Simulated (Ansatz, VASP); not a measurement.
## One calculation of GaAs, two programs

Contents of INCAR:

```
SYSTEM = GaAs
  ALGO = Normal
  EDIFF = 1E-6
  ENCUT = 510
  GGA = PE
  GGA_COMPAT = .FALSE.
  ISIF = 2
  ISMEAR = -1
  LASPH = .TRUE.
  LCHARG = .FALSE.
  LORBIT = 11
  LORBMOM = .TRUE.
  LREAL = .FALSE.
  LSORBIT = .TRUE.
  LWAVE = .FALSE.
  MAGMOM = 0 0 0 0 0 0
  NBANDS = 40
  NELM = 200
  PREC = Accurate
  SIGMA = 0.02
```

Contents of KPOINTS:

```
k-points
0
G
  8 8 8
  0 0 0
```

POSCAR

```
GaAs
1.0
    0.0000000000      2.8330831656      2.8330831656
    2.8330831656      0.0000000000      2.8330831656
    2.8330831656      2.8330831656      0.0000000000
Ga As
1 1
Direct
    0.0000000000      0.0000000000      0.0000000000
    0.2500000000      0.2500000000      0.2500000000
```

Input for Ansatz:

```yaml
crystal:
  lattice:
    - [0.0, 2.8330831656, 2.8330831656]
    - [2.8330831656, 0.0, 2.8330831656]
    - [2.8330831656, 2.8330831656, 0.0]
  atoms:
    - { symbol: Ga, position: [0.0, 0.0, 0.0] }
    - { symbol: As, position: [0.25, 0.25, 0.25] }
kpoints:
  mp_grid: { grid: [8, 8, 8] }
  band_path:
    path:
      - [0.0, 0.0, 0.0]
      - [-0.5, -0.5, 0.0]
      - [-0.375, -0.375, 0.25]
      - [-0.375, 0.0, 0.375]
      - [0.0, 0.0, 0.5]
      - [-0.5, -0.25, 0.25]
    npoints: 1
hamiltonian:
  xc: pbe
scf:
  occupations: { method: fermi_dirac, width: 0.02 }
  n_extra_bands: 8
magnetization:
  noncollinear: true
  spin_orbit: true
output:
  forces: true
  stress: true
  eigenvalues: true
```

Alike in both runs: task single point; functional PBE; k mesh 8 × 8 × 8; occupations fermi-dirac, width 0.02 eV; non-collinear spin, spin-orbit coupling.

```csv
,VASP,Ansatz
version,VASP 6.6.1,Ansatz 0.2.0
potentials or method,"VASP PAW PBE potentials, release 64 (Ga_d, As_d)","plane waves, PAW"
plane-wave cutoff (eV),510,420
valence electrons in the cell,28,28
```

|  | VASP | Ansatz | Ansatz less VASP |
| --- | --- | --- | --- |
| pressure (GPa) | 2.7 | 2.8 | +0.02 |
